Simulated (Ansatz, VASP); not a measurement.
SnPb3Se4 in VASP and in Ansatz

Contents of INCAR:

```
PREC = Accurate
ENCUT = 600
EDIFF = 1E-7
ISMEAR = 0
SIGMA = 0.1
LREAL = F
LASPH = T
NELM = 80
ALGO = Normal
ISIF = 3
LWAVE = F
LCHARG = F
GGA = PS
IBRION = 2
NSW = 70
EDIFFG = -0.0015
```

KPOINTS

```
regular mesh
0
Gamma
  6 6 6
```

File POSCAR:

```
SnPb3Se4
1.0
    6.0675063065      0.0000000000      0.0000000000
    0.0000000000     -6.0675063065      0.0000000000
    0.0000000000      0.0000000000     -6.0675063065
Sn Pb Se
1 3 4
Direct
    0.0000000000      0.5000000000      0.5000000000
    0.5000000000      0.0000000000      0.5000000000
    0.5000000000      0.5000000000      0.0000000000
    0.0000000000      0.0000000000      0.0000000000
    0.5000000000      0.0000000000      0.0000000000
    0.0000000000      0.5000000000      0.0000000000
    0.0000000000      0.0000000000      0.5000000000
    0.5000000000      0.5000000000      0.5000000000
```

Input for Ansatz:

```yaml
crystal:
  lattice:
    - [6.0675063065, 0.0, 0.0]
    - [0.0, -6.0675063065, 0.0]
    - [0.0, 0.0, -6.0675063065]
  atoms:
    - { symbol: Sn, position: [0.0, 0.5, 0.5] }
    - { symbol: Pb, position: [0.5, 0.0, 0.5] }
    - { symbol: Pb, position: [0.5, 0.5, 0.0] }
    - { symbol: Pb, position: [0.0, 0.0, 0.0] }
    - { symbol: Se, position: [0.5, 0.0, 0.0] }
    - { symbol: Se, position: [0.0, 0.5, 0.0] }
    - { symbol: Se, position: [0.0, 0.0, 0.5] }
    - { symbol: Se, position: [0.5, 0.5, 0.5] }
basis:
  ecutwfc: 420
kpoints:
  mp_grid: { grid: [6, 6, 6] }
hamiltonian:
  xc: pbesol
scf:
  occupations: { method: gaussian, width: 0.1 }
output:
  forces: true
  stress: true
  eigenvalues: true
relax:
  adjacent_minimum: "off"
  f_tol: 0.0015
  max_steps: 50
  cell: { stress_tol: 0.02 }
```

Alike in both runs: task relaxation of cell and atoms; functional PBEsol; k mesh 6 × 6 × 6; occupations gaussian, width 0.1 eV; no spin polarisation.

```csv
,VASP,Ansatz
version,VASP 6.6.1,Ansatz 0.2.0
potentials or method,"VASP PAW PBE potentials, release 64 (Sn_d, Pb_d, Se), cutoff 600 eV","scalar-relativistic, plane waves, PAW"
valence electrons in the cell,80,120
```

Ansatz gave:

- gap on the k mesh at the Fermi level, each at its own relaxed structure (eV): none
- relaxed volume (Å³/atom): 27.92
- relaxed length of the cell vector where the two differ most in proportion (Å): 6.068

Task: Estimate VASP's values.

Result: gap on the k mesh at the Fermi level, each at its own relaxed structure (eV): none; relaxed volume (Å³/atom): 27.94; relaxed length of the cell vector where the two differ most in proportion (Å): 6.068.

VASP's potentials were made for PBE, not for PBEsol. A gap of «none» marks a metal or a gap that the smearing closes. VASP's potentials hold 80 valence electrons a cell and Ansatz's 120, so a difference there can come from the potentials and not from the codes.

Spin-orbit coupling is off throughout.
